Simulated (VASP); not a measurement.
# NaI (Fm-3m) in VASP: further runs, part 2 of 2

VASP 6.6.1.

## (3) Single point, r2SCAN

Input file POSCAR:

```
NaI
1.0
    0.0000000000      3.2296280209      3.2296280209
    3.2296280209      0.0000000000      3.2296280209
    3.2296280209      3.2296280209      0.0000000000
Na I
1 1
Direct
    0.0000000000      0.0000000000      0.0000000000
    0.5000000000      0.5000000000      0.5000000000
```

Input file INCAR.step1:

```
SYSTEM = NaI
ALGO = Normal
EDIFF = 1E-4
ENCUT = 520
GGA = PE
ISMEAR = 0
LASPH = .TRUE.
LCHARG = .FALSE.
LREAL = .FALSE.
LWAVE = .TRUE.
NBANDS = 14
NELM = 60
PREC = Accurate
SIGMA = 0.01
```

Input file INCAR.step2:

```
SYSTEM = NaI
ALGO = Normal
EDIFF = 1E-7
ENCUT = 520
ISIF = 2
ISMEAR = 0
ISTART = 1
LASPH = .TRUE.
LCHARG = .FALSE.
LMIXTAU = .TRUE.
LREAL = .FALSE.
LWAVE = .FALSE.
METAGGA = R2SCAN
NBANDS = 14
NELM = 60
PREC = Accurate
SIGMA = 0.01
```

Input file KPOINTS:

```
k-points
0
G
  8 8 8
  0 0 0
```

Potentials or basis: VASP PAW PBE potentials, release 64 (Na_pv, I).

The run is started by

```
$ cat potpaw_PBE.64/Na_pv/POTCAR potpaw_PBE.64/I/POTCAR > POTCAR
$ cp INCAR.step1 INCAR
$ mpirun -np 1 vasp_std > vasp.out
$ cp INCAR.step2 INCAR
$ mpirun -np 1 vasp_std > vasp.out
```

OUTCAR:

```text
SYSTEM = NaI
   EDIFF = 1E-7
   ENCUT = 520
   ISIF = 2
   ISMEAR = 0
   ISTART = 1
   LASPH = .TRUE.
   LREAL = .FALSE.
   METAGGA = R2SCAN
   NELM = 60
   PREC = Accurate

 ion  position               nearest neighbor table
   1  0.000  0.000  0.000-
   2  0.500  0.500  0.500-

  LATTYP: Found a face centered cubic cell.
 ALAT       =     6.4592560418

  Lattice vectors:

 A1 = (   0.0000000000,   3.2296280209,   3.2296280209)
 A2 = (   3.2296280209,   0.0000000000,   3.2296280209)
 A3 = (   3.2296280209,   3.2296280209,   0.0000000000)

Analysis of symmetry for initial positions (statically):
=====================================================================
 Subroutine PRICEL returns:
 Original cell was already a primitive cell.

 Routine SETGRP: Setting up the symmetry group for a
 face centered cubic supercell.

 Subroutine GETGRP returns: Found 48 space group operations
 (whereof 48 operations were pure point group operations)
 out of a pool of 48 trial point group operations.

The static configuration has the point symmetry O_h .

Analysis of symmetry for dynamics (positions and initial velocities):
[... 166 lines left out ...]

 k-point     1 :       0.0000    0.0000    0.0000
  band No.  band energies     occupation
      1     -22.7205      2.00000
      2     -22.7202      2.00000
      3     -22.7202      2.00000
      4     -10.8384      2.00000
      5       0.5239      2.00000
      6       0.5239      2.00000
      7       0.5239      2.00000
      8       4.9821      0.00000
      9       8.9985      0.00000
     10       8.9985      0.00000
     11       8.9985      0.00000
     12      10.8605      0.00000
     13      10.8605      0.00000
     14      11.6465      0.00000
[... 377 lines left out ...]
      1     -22.7245      2.00000
      2     -22.7219      2.00000
      3     -22.7210      2.00000
      4     -10.4524      2.00000
      5      -1.4097      2.00000
      6      -0.4128      2.00000
      7       0.0189      2.00000
      8       7.2783      0.00000
      9       7.5422      0.00000
     10       9.4761      0.00000
     11       9.5209      0.00000
     12      11.7756      0.00000
     13      12.9287      0.00000
     14      14.0781      0.00000

 [... further k-points ...]
[... 5 lines left out ...]
  --------------------------------------------------------------------------------------
  -------------------------------------------------------------------------------------
  Total       -0.0323507     -0.0323507     -0.0323507      0.0000000      0.0000000     -0.0000000
  in kB       -0.7693205     -0.7693205     -0.7693205      0.0000000      0.0000000     -0.0000000
  external PRESSURE =      -0.7693205 kB  Pullay stress =       0.0000000 kB

 VOLUME and BASIS-vectors are now :
 -----------------------------------------------------------------------------
  energy-cutoff  :      520.00
  volume of cell :       67.37
      direct lattice vectors                 reciprocal lattice vectors
     0.000000000  3.229628021  3.229628021    -0.154816591  0.154816591  0.154816591
     3.229628021  0.000000000  3.229628021     0.154816591 -0.154816591  0.154816591
     3.229628021  3.229628021  0.000000000     0.154816591  0.154816591 -0.154816591

 POSITION                                       TOTAL-FORCE (eV/Angst)
 -----------------------------------------------------------------------------------
      0.00000      0.00000      0.00000         0.000000      0.000000      0.000000
      3.22963      3.22963      3.22963         0.000000      0.000000     -0.000000
 -----------------------------------------------------------------------------------
    total drift:                                0.000000      0.000000      0.000000

  FREE ENERGIE OF THE ION-ELECTRON SYSTEM (eV)
  ---------------------------------------------------
  free  energy   TOTEN  =       -31.0858584805 eV

  energy  without entropy=      -31.0858584805  energy(sigma->0) =      -31.08585848
```

Run time: 1.7 min. Hardware: 1 thread of Intel Xeon 6975P-C, shared host; peak memory 0.23 GiB.

What came out:

- Free energy: -31.0859 eV
- Pressure: -0.1 GPa
- Band gap on the k mesh: 4.46 eV, direct

Caveat: the PAW data sets were made with another functional, which shifts forces and pressure a little; spin-orbit coupling is left out, which moves the levels of the heavy elements.

## (4) Single point, PBE (volume changed by -6%)

Input file INCAR:

```
ALGO = Normal
EDIFF = 1E-6
ENCUT = 500
GGA = PE
GGA_COMPAT = F
ISIF = 2
ISMEAR = 0
LASPH = T
LCHARG = F
LREAL = F
LWAVE = F
NBANDS = 14
NELM = 120
PREC = Accurate
SIGMA = 0.01
```

Input file KPOINTS:

```
k-points
0
Gamma
  6 6 6
```

Input file POSCAR:

```
NaI
1.0
    0.0000000000      3.1974638741      3.1974638741
    3.1974638741      0.0000000000      3.1974638741
    3.1974638741      3.1974638741      0.0000000000
Na I
1 1
Direct
    0.0000000000      0.0000000000      0.0000000000
    0.5000000000      0.5000000000      0.5000000000
```

The run is started by

```
$ cat potpaw_PBE.64/Na_pv/POTCAR potpaw_PBE.64/I/POTCAR > POTCAR
$ mpirun -np 1 vasp_std > vasp.out
```

Run time: 22 s. Hardware: 1 thread of Intel Xeon 8259CL, shared host; peak memory 0.2 GiB.

The run converged. Its results:

* Free energy: -5.3733 eV
* Pressure: 1.1 GPa
* Band gap on the k mesh: 3.74 eV, direct

Levels at points of the mesh, in eV from the valence-band top:
| k point | band 3 | band 4 | band 5 | band 6 | band 7 | band 8 | band 9 | band 10 | band 11 | band 12 |
| --- | --- | --- | --- | --- | --- | --- | --- | --- | --- | --- |
| (0.00, 0.00, 0.00) | -22.40 | -11.11 | 0.00 | 0.00 | 0.00 | 3.74 | 7.93 | 7.93 | 7.93 | 9.81 |
| (0.50, 0.00, 0.00) | -22.40 | -10.76 | -2.31 | -0.30 | -0.30 | 5.10 | 7.47 | 7.47 | 9.00 | 10.40 |
| (0.50, 0.50, 0.00) | -22.40 | -10.68 | -2.02 | -0.79 | -0.79 | 4.52 | 5.49 | 10.11 | 11.52 | 11.52 |

Caveat: spin-orbit coupling is left out, which moves the levels of the heavy elements.

## (5) The runs side by side

```csv
level,cell,k mesh,cutoff (eV),gap on the mesh (eV),pressure (GPa)
PBE,"a = 4.567 Å, angles 60.0°, 2 atoms",8 × 8 × 8,520,3.66,0.5
r2SCAN,"a = 4.567 Å, angles 60.0°, 2 atoms",8 × 8 × 8,520,4.46,-0.1
PBE,"a = 4.522 Å, angles 60.0°, 2 atoms",6 × 6 × 6,500,3.74,1.1
```

Alike in all rows: task single point; potentials or basis VASP PAW PBE potentials, release 64 (Na_pv, I); no spin polarisation; smearing gaussian 0.01 eV.

Caveats: spin-orbit coupling is left out, which moves the levels of the heavy elements; the PAW data sets were made with another functional, which shifts forces and pressure a little (some runs).

Absolute energies hang on the potentials; compare differences alone.
